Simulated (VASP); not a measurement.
# PbO2 (P4_2/mnm) in VASP: relaxation of the atoms with PBE

Aim: the relaxation of the atoms of PbO2 with PBE.

Program: VASP 6.6.1. These are calculated values, not measurements. Logs are shortened: lines on timing, memory, paths and dates and some standing lists are left out, and cuts for length are marked.

**1. The cell of the first run**

Symmetry: P4_2/mnm, No. 136, tetragonal system. Conventional cell: a = 4.958 Å, b = 4.958 Å, c = 3.388 Å, α = 90.00°, β = 90.00°, γ = 90.00°. Within 2.8 Å of Pb (site symmetry mmm) lie 6 O at 2.15 to 2.17 Å. Within 2.8 Å of O (site symmetry m2m) lie 3 Pb at 2.15 to 2.17 Å and 1 O at 2.71 Å.

**2. Relaxation of the atoms, PBE**

INCAR

```
SYSTEM = PbO2
PREC     = Accurate       ! precision mode
ENCUT    = 520            ! plane-wave cutoff, eV
EDIFF    = 1E-6           ! SCF threshold, eV
ISMEAR   = -1             ! smearing method
SIGMA    = 0.02           ! smearing width, eV
LREAL    = .False.        ! projectors in reciprocal space
LASPH    = .True.         ! aspherical terms in the spheres
NELM     = 100            ! most SCF steps
ALGO     = Normal         ! electronic algorithm
ISIF     = 2              ! what is computed and relaxed
LWAVE    = .False.        ! write WAVECAR
LCHARG   = .False.        ! write CHGCAR
GGA      = PE             ! functional
IBRION   = 2              ! ionic algorithm
NSW      = 80             ! ionic steps
EDIFFG   = -0.02          ! ionic threshold
```

KPOINTS

```
Automatic mesh
0
Gamma
  5 5 7
  0 0 0
```

POSCAR

```
PbO2
1.0
    4.9578000000      0.0000000000      0.0000000000
    0.0000000000      4.9578000000      0.0000000000
    0.0000000000      0.0000000000      3.3878000000
Pb O
2 4
Direct
    0.0000000000      0.0000000000      0.0000000000
    0.5000000000      0.5000000000      0.5000000000
    0.3067000000      0.3067000000      0.0000000000
    0.1933000000      0.8067000000      0.5000000000
    0.6933000000      0.6933000000      0.0000000000
    0.8067000000      0.1933000000      0.5000000000
```

Potentials or basis: VASP PAW PBE potentials, release 64 (Pb_d, O).

Run with:

```bash
> cat potpaw_PBE.64/Pb_d/POTCAR potpaw_PBE.64/O/POTCAR > POTCAR
> mpirun -np 1 vasp_std > vasp.out
```

OUTCAR:

```text
SYSTEM = PbO2
   PREC = Accurate
   ENCUT = 520
   EDIFF = 1E-6
   ISMEAR = -1
   LREAL = .False.
   LASPH = .True.
   NELM = 100
   ISIF = 2
   GGA = PE
   IBRION = 2
   NSW = 80
   EDIFFG = -0.02

 ion  position               nearest neighbor table
   1  0.000  0.000  0.000-   3 2.15   5 2.15   4 2.17   6 2.17   4 2.17   6 2.17   2 3.89   2 3.89
                             2 3.89   2 3.89   2 3.89   2 3.89   2 3.89   2 3.89
   2  0.500  0.500  0.500-   4 2.15   6 2.15   5 2.17   3 2.17   3 2.17   5 2.17   1 3.89   1 3.89
                             1 3.89   1 3.89   1 3.89   1 3.89   1 3.89   1 3.89
   3  0.307  0.307  0.000-   1 2.15   2 2.17   2 2.17
   4  0.193  0.807  0.500-   2 2.15   1 2.17   1 2.17
   5  0.693  0.693  0.000-   1 2.15   2 2.17   2 2.17
   6  0.807  0.193  0.500-   2 2.15   1 2.17   1 2.17

  LATTYP: Found a simple tetragonal cell.
 ALAT       =     4.9578000000
 C/A-ratio  =     0.6833272823

  Lattice vectors:

 A1 = (   4.9578000000,   0.0000000000,   0.0000000000)
 A2 = (   0.0000000000,   4.9578000000,   0.0000000000)
 A3 = (   0.0000000000,   0.0000000000,   3.3878000000)

Analysis of symmetry for initial positions (statically):
=====================================================================
 Subroutine PRICEL returns:
 Original cell was already a primitive cell.

 Routine SETGRP: Setting up the symmetry group for a
 simple tetragonal supercell.

 Subroutine GETGRP returns: Found 16 space group operations
 (whereof  8 operations were pure point group operations)
 out of a pool of 16 trial point group operations.

The static configuration has the point symmetry D_2h.
 The point group associated with its full space group is D_4h.

Analysis of symmetry for dynamics (positions and initial velocities):
=====================================================================
 Subroutine PRICEL returns:
 Original cell was already a primitive cell.

 Routine SETGRP: Setting up the symmetry group for a
 simple tetragonal supercell.

 Subroutine GETGRP returns: Found 16 space group operations
 (whereof  8 operations were pure point group operations)
 out of a pool of 16 trial point group operations.

The dynamic configuration has the point symmetry D_2h.
 The point group associated with its full space group is D_4h.

 Subroutine INISYM returns: Found 16 space group operations
 (whereof  8 operations are pure point group operations),
 and found     1 'primitive' translations

----------------------------------------------------------------------------------------

                                     Primitive cell

  volume of cell :      83.2714

  direct lattice vectors                    reciprocal lattice vectors
     4.957800000  0.000000000  0.000000000     0.201702368  0.000000000  0.000000000
     0.000000000  4.957800000  0.000000000     0.000000000  0.201702368  0.000000000
     0.000000000  0.000000000  3.387800000     0.000000000  0.000000000  0.295176811

  length of vectors
     4.957800000  4.957800000  3.387800000     0.201702368  0.201702368  0.295176811

  position of ions in fractional coordinates (direct lattice)
     0.000000000  0.000000000  0.000000000
     0.500000000  0.500000000  0.500000000
     0.306700000  0.306700000  0.000000000
     0.193300000  0.806700000  0.500000000
     0.693300000  0.693300000  0.000000000
     0.806700000  0.193300000  0.500000000

  ion indices of the primitive-cell ions
   primitive index   ion index
                 1           1
                 2           2
                 3           3
                 4           4
                 5           5
                 6           6

----------------------------------------------------------------------------------------

 KPOINTS: Automatic mesh

Automatic generation of k-mesh.
 Grid dimensions read from file:
 generate k-points for:    5    5    7

 Generating k-lattice:

  Cartesian coordinates                     Fractional coordinates (reciprocal lattice)
     0.040340474  0.000000000  0.000000000     0.200000000  0.000000000  0.000000000
     0.000000000  0.040340474  0.000000000     0.000000000  0.200000000  0.000000000
     0.000000000  0.000000000  0.042168116     0.000000000  0.000000000  0.142857143

  Length of vectors
     0.040340474  0.040340474  0.042168116

  Shift w.r.t. Gamma in fractional coordinates (k-lattice)
     0.000000000  0.000000000  0.000000000

 Subroutine IBZKPT returns following result:
 ===========================================

 Found     24 irreducible k-points:

 Following reciprocal coordinates:
            Coordinates               Weight
  0.000000  0.000000  0.000000      1.000000
  0.200000  0.000000  0.000000      4.000000
  0.400000  0.000000  0.000000      4.000000
  0.200000  0.200000  0.000000      4.000000
  0.400000  0.200000  0.000000      8.000000
  0.400000  0.400000  0.000000      4.000000
[... 16 lines left out ...]
  0.400000  0.200000  0.428571     16.000000
  0.400000  0.400000  0.428571      8.000000
   k-points           NKPTS =     24   k-points in BZ     NKDIM =     24   number of bands    NBANDS=     31
   number of dos      NEDOS =    301   number of ions     NIONS =      6
   total plane-waves  NPLWV =  44800
   dimension x,y,z NGX =    40 NGY =   40 NGZ =   28
   dimension x,y,z NGXF=    80 NGYF=   80 NGZF=   56
   ions per type =               2   4
   NGX,Y,Z   is equivalent  to a cutoff of  13.41, 13.41, 13.74 a.u.
   NGXF,Y,Z  is equivalent  to a cutoff of  26.83, 26.83, 27.48 a.u.
 SYSTEM =  PbO2
   PREC   = accura    normal or accurate (medium, high low for compatibility)
   ISTART =      0    job   : 0-new  1-cont  2-samecut
   ICHARG =      2    charge: 1-file 2-atom 10-const
   ISPIN  =      1    spin polarized calculation?
   LNONCOLLINEAR =      F non collinear calculations
   LSORBIT =      F    spin-orbit coupling
   LASPH  =      T    aspherical Exc in radial PAW
   ENCUT  =  520.0 eV  38.22 Ry    6.18 a.u.   9.22  9.22  6.30*2*pi/ulx,y,z
   NELM   =    100;   NELMIN=  2; NELMDL= -5     # of ELM steps
   EDIFF  = 0.1E-05   stopping-criterion for ELM
   LREAL  =      F    real-space projection
   EDIFFG = -.2E-01   stopping-criterion for IOM
   NSW    =     80    number of steps for IOM
   IBRION =      2    ionic relax: 0-MD 1-quasi-New 2-CG
   NFREE  =      1    steps in history (QN), initial steepest desc. (CG)
   ISIF   =      2    stress and relaxation
   ISYM   =      2    0-nonsym 1-usesym 2-fastsym
   POTIM  = 0.5000    time-step for ionic-motion
   TEBEG  =    0.0;   TEEND  =   0.0 temperature during run
   PSTRESS=    0.0 pullay stress
   NELECT =      52.0000    total number of electrons
   NUPDOWN=      -1.0000    fix difference up-down
   EMIN   =  10.00;   EMAX   =-10.00  energy-range for DOS
   EFERMI =   0.00;   METHOD = LEGACY
   ISMEAR =    -1;   SIGMA  =   0.02  broadening in eV -4-tet -1-fermi 0-gaus
   EFERMI_NEDOS =   21; number of points for ismear=-14 and -15
   IALGO  =     38    algorithm
   IMIX   =      4    mixing-type and parameters
     AMIX     =   0.40;   BMIX     =  1.00
     AMIX_MAG =   1.60;   BMIX_MAG =  1.00
  volume/ion in A,a.u.               =      13.88        93.66
  Fermi-wavevector in a.u.,A,eV,Ry     =   1.399300  2.644293 26.640740  1.958039
  Thomas-Fermi vector in A             =   2.522373
   LORBIT       =      0    0 simple, 1 ext, 2 COOP (PROOUT), +10 PAW based schemes
   GGA     = PE    functional components
   LHFCALC =     F    Hartree Fock is set to
   AEXX    =    0.0000 exact exchange contribution
   IVDW    =     0    specifies the selected vdW correction
   LEPSILON=     F    determine dielectric tensor
   LRPA    =     F    only Hartree local field effects (RPA)
 conjugate gradient relaxation of ions
 non-spin polarized calculation
  energy-cutoff  :      520.00
  volume of cell :       83.27
 maximum number of plane-waves:      2256
 NGX is ok and might be reduce to    40
   NGX = 19   NGY = 19   NGZ = 13

 number of electron      52.0000015 magnetization

 Free energy of the ion-electron system (eV)
  ---------------------------------------------------
  ext. energy  EPLUGINS =         0.00000000
  ---------------------------------------------------
  free energy    TOTEN  =       -31.71224898 eV

  energy without entropy =      -31.71211620  energy(sigma->0) =      -31.71218259

 E-fermi :   4.4462     XC(G=0): -10.7183

 val. band max:        4.3660051569   @ k =   0.0000   0.0000   0.1429
 cond. band min:       4.5007904859   @ k =   0.0000   0.0000   0.0000
 fundamental gap:      0.1347853290
 Fermi energy:         4.4462097066

 k-point     1 :       0.0000    0.0000    0.0000
  band No.  band energies     occupation
      1     -13.9518      2.00000
      2     -13.8272      2.00000
      3     -12.1439      2.00000
      4     -12.1439      2.00000
      5     -11.1418      2.00000
      6     -10.9224      2.00000
[... 23 lines left out ...]
     30      10.3915      0.00000
     31      14.1800      0.00000

 k-point     2 :       0.2000    0.0000    0.0000
  band No.  band energies     occupation
      1     -13.8453      2.00000
      2     -13.7590      2.00000
      3     -12.4806      2.00000
      4     -12.3655      2.00000
      5     -10.8751      2.00000
      6     -10.8748      2.00000
[... 23 lines left out ...]
     30      10.6188      0.00000
     31      14.2251      0.00000

 k-point     3 :       0.4000    0.0000    0.0000
  band No.  band energies     occupation
      1     -13.5973      2.00000
      2     -13.5887      2.00000
      3     -12.8862      2.00000
      4     -12.7916      2.00000
      5     -10.8654      2.00000
      6     -10.8650      2.00000
[... 703 lines left out ...]
     30      12.7904      0.00000
     31      14.0835      0.00000

 k-point    24 :       0.4000    0.4000    0.4286
  band No.  band energies     occupation
      1     -13.5377      2.00000
      2     -13.3735      2.00000
      3     -13.1302      2.00000
      4     -12.8850      2.00000
      5     -10.6992      2.00000
      6     -10.6887      2.00000
[... 23 lines left out ...]
     30      13.0465      0.00000
     31      14.0092      0.00000

------------------------ aborting loop because EDIFF is reached ----------------------------------------

  FORCE on cell =-STRESS in cart. coord.  units (eV):
  Direction    XX          YY          ZZ          XY          YZ          ZX
  --------------------------------------------------------------------------------------
  -------------------------------------------------------------------------------------
  Total        4.4119839      4.4119839      5.4740790      0.0000000      0.0000000      0.0000000
  in kB       84.8884749     84.8884749    105.3236436      0.0000000      0.0000000      0.0000000
  external PRESSURE =      91.7001978 kB  Pullay stress =       0.0000000 kB

 VOLUME and BASIS-vectors are now :
 -----------------------------------------------------------------------------
  energy-cutoff  :      520.00
  volume of cell :       83.27
      direct lattice vectors                 reciprocal lattice vectors
     4.957800000  0.000000000  0.000000000     0.201702368  0.000000000  0.000000000
     0.000000000  4.957800000  0.000000000     0.000000000  0.201702368  0.000000000
     0.000000000  0.000000000  3.387800000     0.000000000  0.000000000  0.295176811

 POSITION                                       TOTAL-FORCE (eV/Angst)
 -----------------------------------------------------------------------------------
      0.00000      0.00000      0.00000        -0.000000      0.000000      0.000000
      2.47890      2.47890      1.69390        -0.000000      0.000000      0.000000
      1.52056      1.52056      0.00000        -0.007487     -0.007487      0.000000
      0.95834      3.99946      1.69390         0.007487     -0.007487      0.000000
      3.43724      3.43724      0.00000         0.007487      0.007487      0.000000
      3.99946      0.95834      1.69390        -0.007487      0.007487      0.000000
 -----------------------------------------------------------------------------------
    total drift:                                0.000000     -0.000000     -0.000000

  FREE ENERGIE OF THE ION-ELECTRON SYSTEM (eV)
  ---------------------------------------------------
  free  energy   TOTEN  =       -31.7122489805 eV

  energy  without entropy=      -31.7121161951  energy(sigma->0) =      -31.71218259

 reached required accuracy - stopping structural energy minimisation
```

Wall time 79 s (1 thread of Intel Xeon 8259CL, shared host); peak memory 0.22 GiB.

Results:

```yaml
Free_energy: -31.7122 eV
Pressure_after_relaxing: 9.2 GPa
Largest_force_after_relaxing: 0.011 eV/Å
Band_gap_on_the_k_mesh: 0.13 eV (least direct gap 0.42 eV)
```

Forces on the atoms (eV/Å):
```
Pb   0.000  0.000  0.000
Pb   0.000  0.000  0.000
O   -0.007 -0.007  0.000
O    0.007 -0.007  0.000
O    0.007  0.007  0.000
O   -0.007  0.007  0.000
```

Final structure:
```
Pb O
1.0
     4.95780    0.00000    0.00000
     0.00000    4.95780    0.00000
     0.00000    0.00000    3.38780
Pb O
2 4
Cartesian
  0.0000 0.0000 0.0000
  2.4789 2.4789 1.6939
  1.5206 1.5206 0.0000
  0.9583 3.9995 1.6939
  3.4372 3.4372 0.0000
  3.9995 0.9583 1.6939
```

Levels at points of the mesh, in eV from the valence-band top:
```csv
k point,band 22,band 23,band 24,band 25,band 26,band 27,band 28,band 29,band 30,band 31
"(0.00, 0.00, 0.00)",-0.56,-0.56,-0.53,-0.53,-0.53,0.13,4.50,6.03,6.03,9.81
```

Caveat: the relaxation stopped at its first step, so nothing moved; spin-orbit coupling is left out, which moves the levels of the heavy elements. A k mesh can miss the band edges.
